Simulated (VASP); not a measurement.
A run of VASP 6.6.1 is set up as follows.

INCAR

```
SYSTEM = GaP
ALGO = Normal
EDIFF = 1E-6
ENCUT = 520
GGA = PE
ISIF = 2
ISMEAR = -1
LASPH = .True.
LCHARG = .False.
LREAL = .False.
LWAVE = .False.
NBANDS = 16
NELM = 100
PREC = Accurate
SIGMA = 0.02
```

KPOINTS

```
k-points
0
Gamma
  8 8 8
  0 0 0
```

File POSCAR:

```
GaP
1.0
    0.0000000000      2.7532093770      2.7254101930
    2.7254101930      0.0000000000      2.7254101930
    2.7254101930      2.7532093770      0.0000000000
Ga P
1 1
Direct
    0.0000000000      0.0000000000      0.0000000000
    0.2500000000      0.2500000000      0.2500000000
```

Potentials or basis: VASP PAW PBE potentials, release 64 (Ga_d, P).

Run with:

```console
$ cat potpaw_PBE.64/Ga_d/POTCAR potpaw_PBE.64/P/POTCAR > POTCAR
$ mpirun -np 1 vasp_std > vasp.out
```

(1) What does it give for the pressure?

(2) Predict the band gap on the k mesh.

## Answers

(1) 1.5 GPa.

(2) 1.61 eV, indirect (least direct gap 1.72 eV).

Caveat: the cell differs from its parent crystal (uniaxial y strain +1.0%).
